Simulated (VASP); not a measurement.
# Zn (P6/mmm) in VASP: notebook

Runs on Zn. Level: PBE. Tasks: single point, relaxation of cell and atoms.

All numbers are computed with VASP 6.6.1; they aren't measurements. Logs are shortened: lines on timing, memory, paths and dates and some standing lists are left out, and cuts for length are marked.

## Step 1: The cell of the first run

It takes space group P6/mmm (No. 191, hexagonal). Conventional cell: a = 2.431 Å, b = 2.431 Å, c = 5.615 Å, α = 90.00°, β = 90.00°, γ = 120.00°. Within 2.9 Å of Zn (site symmetry 6mm) lie 7 Zn at 2.18 to 2.43 Å.

The cell was generated, and may not be a known phase.

## Step 2: Single point, PBE

INCAR

```
PREC = Accurate ; ENCUT = 520
EDIFF = 1E-6 ; ISMEAR = 0
SIGMA = 0.1 ; LREAL = F
LASPH = T ; NELM = 80
ALGO = Normal ; ISIF = 2
LWAVE = F ; LCHARG = F
GGA = PE ; NBANDS = 19
```

KPOINTS

```
regular mesh
0
Gamma
  12 12 4
```

POSCAR

```
Zn
1.0
    2.4308374400      0.0000000000      0.0000000000
   -1.2154187200      2.1051669700      0.0000000000
    0.0000000000      0.0000000000      5.6145070500
Zn
2
Direct
    0.0000000000      0.0000000000      0.3058902400
    0.0000000000      0.0000000000      0.6941097600
```

Potentials or basis: VASP PAW PBE potentials, release 64 (Zn).

Started as:

```bash
$ cat potpaw_PBE.64/Zn/POTCAR > POTCAR
$ mpirun -np 1 vasp_std > vasp.out
```

OUTCAR:

```text
PREC = Accurate
   ENCUT = 520
   EDIFF = 1E-6
   ISMEAR = 0
   LREAL = F
   LASPH = T
   NELM = 80
   ISIF = 2
   GGA = PE

 ion  position               nearest neighbor table
   1  0.000  0.000  0.306-   2 2.18
   2  0.000  0.000  0.694-   1 2.18

  LATTYP: Found a hexagonal cell.
 ALAT       =     2.4308374400
 C/A-ratio  =     2.3097007466

  Lattice vectors:

 A1 = (   2.4308374400,   0.0000000000,   0.0000000000)
 A2 = (  -1.2154187200,   2.1051669700,   0.0000000000)
 A3 = (   0.0000000000,   0.0000000000,   5.6145070500)

Analysis of symmetry for initial positions (statically):
=====================================================================
 Subroutine PRICEL returns:
 Original cell was already a primitive cell.

 Routine SETGRP: Setting up the symmetry group for a
 hexagonal supercell.

 Subroutine GETGRP returns: Found 24 space group operations
 (whereof 24 operations were pure point group operations)
 out of a pool of 24 trial point group operations.

The static configuration has the point symmetry D_6h.

Analysis of symmetry for dynamics (positions and initial velocities):
=====================================================================
 Subroutine PRICEL returns:
 Original cell was already a primitive cell.

 Routine SETGRP: Setting up the symmetry group for a
 hexagonal supercell.

 Subroutine GETGRP returns: Found 24 space group operations
 (whereof 24 operations were pure point group operations)
 out of a pool of 24 trial point group operations.

The dynamic configuration has the point symmetry D_6h.

 Subroutine INISYM returns: Found 24 space group operations
 (whereof 24 operations are pure point group operations),
 and found     1 'primitive' translations

----------------------------------------------------------------------------------------

                                     Primitive cell

  volume of cell :      28.7312

  direct lattice vectors                    reciprocal lattice vectors
     2.430837440  0.000000000  0.000000000     0.411380861  0.237510852  0.000000000
    -1.215418720  2.105166970  0.000000000     0.000000000  0.475021703  0.000000000
     0.000000000  0.000000000  5.614507050     0.000000000  0.000000000  0.178110027

  length of vectors
     2.430837440  2.430837435  5.614507050     0.475021702  0.475021703  0.178110027

  position of ions in fractional coordinates (direct lattice)
     0.000000000  0.000000000  0.305890240
     0.000000000  0.000000000  0.694109760

  ion indices of the primitive-cell ions
   primitive index   ion index
                 1           1
                 2           2

----------------------------------------------------------------------------------------

 KPOINTS: regular mesh

Automatic generation of k-mesh.
 Grid dimensions read from file:
 generate k-points for:   12   12    4

 Generating k-lattice:

  Cartesian coordinates                     Fractional coordinates (reciprocal lattice)
     0.034281738  0.019792571  0.000000000     0.083333333  0.000000000  0.000000000
     0.000000000  0.039585142  0.000000000     0.000000000  0.083333333  0.000000000
     0.000000000  0.000000000  0.044527507     0.000000000  0.000000000  0.250000000

  Length of vectors
     0.039585142  0.039585142  0.044527507

  Shift w.r.t. Gamma in fractional coordinates (k-lattice)
     0.000000000  0.000000000  0.000000000

 Subroutine IBZKPT returns following result:
 ===========================================

 Found     57 irreducible k-points:

 Following reciprocal coordinates:
            Coordinates               Weight
  0.000000  0.000000  0.000000      1.000000
  0.083333  0.000000  0.000000      6.000000
  0.166667  0.000000  0.000000      6.000000
  0.250000  0.000000  0.000000      6.000000
  0.333333  0.000000  0.000000      6.000000
  0.416667  0.000000  0.000000      6.000000
[... 16 lines left out ...]
  0.250000  0.000000  0.250000     12.000000
  0.333333  0.000000  0.250000     12.000000
 [... further k-points ...]
   k-points           NKPTS =     57   k-points in BZ     NKDIM =     57   number of bands    NBANDS=     19
   number of dos      NEDOS =    301   number of ions     NIONS =      2
   total plane-waves  NPLWV =  13608
   dimension x,y,z NGX =    18 NGY =   18 NGZ =   42
   dimension x,y,z NGXF=    36 NGYF=   36 NGZF=   84
   ions per type =               2
   NGX,Y,Z   is equivalent  to a cutoff of  12.31, 12.31, 12.44 a.u.
   NGXF,Y,Z  is equivalent  to a cutoff of  24.62, 24.62, 24.87 a.u.
 SYSTEM =  unknown system
   PREC   = accura    normal or accurate (medium, high low for compatibility)
   ISTART =      0    job   : 0-new  1-cont  2-samecut
   ICHARG =      2    charge: 1-file 2-atom 10-const
   ISPIN  =      1    spin polarized calculation?
   LNONCOLLINEAR =      F non collinear calculations
   LSORBIT =      F    spin-orbit coupling
   LASPH  =      T    aspherical Exc in radial PAW
   ENCUT  =  520.0 eV  38.22 Ry    6.18 a.u.   4.52  4.52 10.44*2*pi/ulx,y,z
   NELM   =     80;   NELMIN=  2; NELMDL= -5     # of ELM steps
   EDIFF  = 0.1E-05   stopping-criterion for ELM
   LREAL  =      F    real-space projection
   EDIFFG = 0.1E-04   stopping-criterion for IOM
   NSW    =      0    number of steps for IOM
   IBRION =     -1    ionic relax: 0-MD 1-quasi-New 2-CG
   NFREE  =      0    steps in history (QN), initial steepest desc. (CG)
   ISIF   =      2    stress and relaxation
   ISYM   =      2    0-nonsym 1-usesym 2-fastsym
   POTIM  = 0.5000    time-step for ionic-motion
   TEBEG  =    0.0;   TEEND  =   0.0 temperature during run
   PSTRESS=    0.0 pullay stress
   NELECT =      24.0000    total number of electrons
   NUPDOWN=      -1.0000    fix difference up-down
   EMIN   =  10.00;   EMAX   =-10.00  energy-range for DOS
   EFERMI =   0.00;   METHOD = LEGACY
   ISMEAR =     0;   SIGMA  =   0.10  broadening in eV -4-tet -1-fermi 0-gaus
   EFERMI_NEDOS =   21; number of points for ismear=-14 and -15
   IALGO  =     38    algorithm
   IMIX   =      4    mixing-type and parameters
     AMIX     =   0.40;   BMIX     =  1.00
     AMIX_MAG =   1.60;   BMIX_MAG =  1.00
  volume/ion in A,a.u.               =      14.37        96.94
  Fermi-wavevector in a.u.,A,eV,Ry     =   1.541797  2.913574 32.342928  2.377138
  Thomas-Fermi vector in A             =   2.647692
   LORBIT       =      0    0 simple, 1 ext, 2 COOP (PROOUT), +10 PAW based schemes
   GGA     = PE    functional components
   LHFCALC =     F    Hartree Fock is set to
   AEXX    =    0.0000 exact exchange contribution
   IVDW    =     0    specifies the selected vdW correction
   LEPSILON=     F    determine dielectric tensor
   LRPA    =     F    only Hartree local field effects (RPA)
 non-spin polarized calculation
 Gauss-broadening in eV      SIGMA  =   0.10
  energy-cutoff  :      520.00
  volume of cell :       28.73
 maximum number of plane-waves:       795
   NGX =  9   NGY =  9   NGZ = 21

 number of electron      24.0000032 magnetization

 Free energy of the ion-electron system (eV)
  ---------------------------------------------------
  ext. energy  EPLUGINS =         0.00000000
  ---------------------------------------------------
  free energy    TOTEN  =        -0.85351639 eV

  energy without entropy =       -0.84847749  energy(sigma->0) =       -0.85099694

 E-fermi :   3.3915     XC(G=0): -11.6083

 val. band max:        3.3115040586   @ k =   0.4167   0.1667   0.0000
 cond. band min:       3.3915349488   @ k =   0.4167   0.1667   0.2500
 fundamental gap:      0.0800308902
 Fermi energy:         3.3915012254

 k-point     1 :       0.0000    0.0000    0.0000
  band No.  band energies     occupation
      1      -8.3738      2.00000
      2      -6.2810      2.00000
      3      -5.9629      2.00000
      4      -4.9763      2.00000
      5      -4.9763      2.00000
      6      -4.8483      2.00000
[... 11 lines left out ...]
     18      25.4876      0.00000
     19      28.1060      0.00000

 k-point     2 :       0.0833    0.0000    0.0000
  band No.  band energies     occupation
      1      -8.1345      2.00000
      2      -6.1153      2.00000
      3      -5.9291      2.00000
      4      -5.0256      2.00000
      5      -4.9009      2.00000
      6      -4.8862      2.00000
[... 11 lines left out ...]
     18      24.7730      0.00000
     19      26.2087      0.00000

 k-point     3 :       0.1667    0.0000    0.0000
  band No.  band energies     occupation
      1      -7.4642      2.00000
      2      -5.8393      2.00000
      3      -5.7245      2.00000
      4      -5.1472      2.00000
      5      -4.9301      2.00000
      6      -4.8306      2.00000
[... 11 lines left out ...]
     18      21.8385      0.00000
     19      23.7121      0.00000

 k-point     4 :       0.2500    0.0000    0.0000
  band No.  band energies     occupation
      1      -6.6363      2.00000
      2      -5.7577      2.00000
      3      -5.5513      2.00000
      4      -5.3321      2.00000
      5      -4.6858      2.00000
      6      -4.6684      2.00000
[... 11 lines left out ...]
     18      19.4548      0.00000
     19      19.6291      0.00000

 k-point     5 :       0.3333    0.0000    0.0000
  band No.  band energies     occupation
      1      -6.2457      2.00000
      2      -5.8213      2.00000
      3      -5.6693      2.00000
      4      -5.4494      2.00000
      5      -4.6374      2.00000
      6      -4.5925      2.00000
[... 11 lines left out ...]
     18      17.9646      0.00000
     19      18.0888      0.00000
[... 334 lines left out ...]
      2      -6.1760      2.00000
      3      -5.8973      2.00000
      4      -5.0245      2.00000
      5      -4.9000      2.00000
      6      -4.8875      2.00000
[... 11 lines left out ...]
     18      24.8888      0.00000
     19      25.3814      0.00000

 k-point    22 :       0.1667    0.0000    0.2500
  band No.  band energies     occupation
      1      -7.3705      2.00000
      2      -5.8246      2.00000
      3      -5.7569      2.00000
      4      -5.1430      2.00000
      5      -4.9338      2.00000
      6      -4.7609      2.00000
[... 11 lines left out ...]
     18      21.5661      0.00000
     19      23.8267      0.00000

 k-point    23 :       0.2500    0.0000    0.2500
  band No.  band energies     occupation
      1      -6.5847      2.00000
      2      -5.7453      2.00000
      3      -5.5689      2.00000
      4      -5.2929      2.00000
      5      -4.6956      2.00000
      6      -4.6027      2.00000
[... 11 lines left out ...]
     18      20.5932      0.00000
     19      21.2624      0.00000

 k-point    24 :       0.3333    0.0000    0.2500
  band No.  band energies     occupation
      1      -6.2320      2.00000
      2      -5.8117      2.00000
      3      -5.6787      2.00000
      4      -5.3894      2.00000
      5      -4.6524      2.00000
      6      -4.6319      2.00000
[... 11 lines left out ...]
     18      18.1214      0.00000
     19      21.4783      0.00000

 [... further k-points ...]

------------------------ aborting loop because EDIFF is reached ----------------------------------------

  FORCE on cell =-STRESS in cart. coord.  units (eV):
  Direction    XX          YY          ZZ          XY          YZ          ZX
  --------------------------------------------------------------------------------------
  -------------------------------------------------------------------------------------
  Total        4.8575321      4.8575320      7.5891226      0.0000000      0.0000000      0.0000000
  in kB      270.8770200    270.8770186    423.2023361      0.0000000      0.0000000      0.0000000
  external PRESSURE =     321.6521249 kB  Pullay stress =       0.0000000 kB

 VOLUME and BASIS-vectors are now :
 -----------------------------------------------------------------------------
  energy-cutoff  :      520.00
  volume of cell :       28.73
      direct lattice vectors                 reciprocal lattice vectors
     2.430837440  0.000000000  0.000000000     0.411380861  0.237510852  0.000000000
    -1.215418720  2.105166970  0.000000000     0.000000000  0.475021703  0.000000000
     0.000000000  0.000000000  5.614507050     0.000000000  0.000000000  0.178110027

 POSITION                                       TOTAL-FORCE (eV/Angst)
 -----------------------------------------------------------------------------------
      0.00000      0.00000      1.71742         0.000000      0.000000     -3.768848
      0.00000      0.00000      3.89708        -0.000000     -0.000000      3.768848
 -----------------------------------------------------------------------------------
    total drift:                                0.000000      0.000000      0.000000

  FREE ENERGIE OF THE ION-ELECTRON SYSTEM (eV)
  ---------------------------------------------------
  free  energy   TOTEN  =        -0.8535163859 eV

  energy  without entropy=       -0.8484774916  energy(sigma->0) =       -0.85099694
```

It took 47 s on 1 thread of Intel Xeon 8259CL, shared host; peak memory 0.15 GiB.

What came out:

- Free energy: -0.8535 eV
- Pressure: 32.2 GPa
- Largest force: 3.769 eV/Å
- Band gap on the k mesh: zero (bands 12 and 13 overlap by 5.67 eV)

Forces on the atoms (eV/Å):
```
Zn   0.000  0.000 -3.769
Zn   0.000  0.000  3.769
```

Caveat: the stress differs along the axes, from 27 to 42 GPa; forces of over 1 eV/Å act on the atoms, so gaps and moduli don't describe the material at rest.

(Part 1 of 3 ends here.)

The gap in the log of VASP goes by the Fermi energy; the results here count the filled bands.